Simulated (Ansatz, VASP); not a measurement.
## Be3Zn2Cd2Hg3S10: VASP beside Ansatz

File INCAR:

```
SYSTEM = Be3Zn2Cd2Hg3S10
  PREC = Accurate
  ENCUT = 520
  EDIFF = 1E-7
  ISMEAR = 0
  SIGMA = 0.02
  LREAL = Auto
  LASPH = .TRUE.
  NELM = 100
  ALGO = Normal
  ISIF = 2
  LWAVE = .FALSE.
  LCHARG = .TRUE.
  GGA = PE
  LELF = .TRUE.
  LVHAR = .TRUE.
  NBANDS = 91
```

KPOINTS

```
Automatic mesh
0
G
  4 4 3
  0 0 0
```

POSCAR

```
Be3Zn2Cd2Hg3S10
1.0
    2.7454570000      2.7533500000      5.4692160000
   -2.7548440000     -2.7552790000      5.4749090000
    8.3627470000     -5.6237170000      2.7300720000
Be S Zn Cd Hg
3 10 2 2 3
Direct
    0.1793611965      0.0015977976      0.6053490210
    0.6082258541      0.9982246378      0.7752123584
    0.7877976876      0.0006455692      0.4233517978
    0.5604110304      0.8851421912      0.5994286388
    0.4833639384      0.3394859435      0.7778433684
    0.9665431599      0.8777171033      0.7718536111
    0.4198386942      0.8975461883      0.9621543646
    0.7910567220      0.9014041621      0.2332842784
    0.6860292895      0.3351645295      0.4211129449
    0.1301158371      0.9080830967      0.4305818385
    0.0597151728      0.3368170827      0.6172913756
    0.8988982629      0.3919999639      0.9880081724
    0.2936879097      0.3960466313      0.1946205847
    0.1084029206      0.4997610747      0.7872929500
    0.6958467550      0.5032266461      0.6030846145
    0.0059467797      0.9954244020      0.9899366144
    0.5145747436      0.5027225667      0.9722683833
    0.3992393386      0.9978228452      0.2053807488
    0.2843449320      0.5071089438      0.4208544942
    0.8842659926      0.5021789073      0.2161827910
```

Input for Ansatz:

```yaml
crystal:
  lattice:
    - [2.745457, 2.75335, 5.469216]
    - [-2.754844, -2.755279, 5.474909]
    - [8.362747, -5.623717, 2.730072]
  atoms:
    - { symbol: Be, position: [0.1793611965, 0.0015977976, 0.605349021] }
    - { symbol: Be, position: [0.6082258541, 0.9982246378, 0.7752123584] }
    - { symbol: Be, position: [0.7877976876, 0.0006455692, 0.4233517978] }
    - { symbol: S, position: [0.5604110304, 0.8851421912, 0.5994286388] }
    - { symbol: S, position: [0.4833639384, 0.3394859435, 0.7778433684] }
    - { symbol: S, position: [0.9665431599, 0.8777171033, 0.7718536111] }
    - { symbol: S, position: [0.4198386942, 0.8975461883, 0.9621543646] }
    - { symbol: S, position: [0.791056722, 0.9014041621, 0.2332842784] }
    - { symbol: S, position: [0.6860292895, 0.3351645295, 0.4211129449] }
    - { symbol: S, position: [0.1301158371, 0.9080830967, 0.4305818385] }
    - { symbol: S, position: [0.0597151728, 0.3368170827, 0.6172913756] }
    - { symbol: S, position: [0.8988982629, 0.3919999639, 0.9880081724] }
    - { symbol: S, position: [0.2936879097, 0.3960466313, 0.1946205847] }
    - { symbol: Zn, position: [0.1084029206, 0.4997610747, 0.78729295] }
    - { symbol: Zn, position: [0.695846755, 0.5032266461, 0.6030846145] }
    - { symbol: Cd, position: [0.0059467797, 0.995424402, 0.9899366144] }
    - { symbol: Cd, position: [0.5145747436, 0.5027225667, 0.9722683833] }
    - { symbol: Hg, position: [0.3992393386, 0.9978228452, 0.2053807488] }
    - { symbol: Hg, position: [0.284344932, 0.5071089438, 0.4208544942] }
    - { symbol: Hg, position: [0.8842659926, 0.5021789073, 0.216182791] }
basis:
  ecutwfc: 420
kpoints:
  mp_grid: { grid: [4, 4, 3] }
hamiltonian:
  xc: pbe
scf:
  occupations: { method: gaussian, width: 0.02 }
  n_extra_bands: 10
output:
  forces: true
  stress: true
  eigenvalues: true
  populations: true
  dos:
    method: { smearing: { sigma: 0.1, scheme: gaussian } }
    projected: true
    de: 0.02
```

Alike in both runs: task single point; functional PBE; k mesh 4 × 4 × 3; occupations gaussian, width 0.02 eV; no spin polarisation.

|  | VASP | Ansatz |
| --- | --- | --- |
| version | VASP 6.6.1 | Ansatz 0.2.0 |
| potentials or method | VASP PAW PBE potentials, release 64 (Be, S, Zn, Cd, Hg), cutoff 520 eV | scalar-relativistic, plane waves, PAW |
| valence electrons in the cell | 150 | 190 |

|  | VASP | Ansatz | Ansatz less VASP |
| --- | --- | --- | --- |
| gap on the k mesh at the Fermi level (eV) | 1.09 | 1.08 | -0.004 |
| least direct gap on the mesh (eV) | 1.11 | 1.10 | -0.005 |
| pressure (GPa) | 0.2 | 0.0 | -0.22 |
| rms of the force components (eV/Å) | 0.015 | 0.008 | -0.0077 |

Atom by atom the forces differ by 0.012 eV/Å (rms over components). VASP's potentials hold 150 valence electrons a cell and Ansatz's 190, so a difference there can come from the potentials and not from the codes.

Spin-orbit coupling is off throughout.
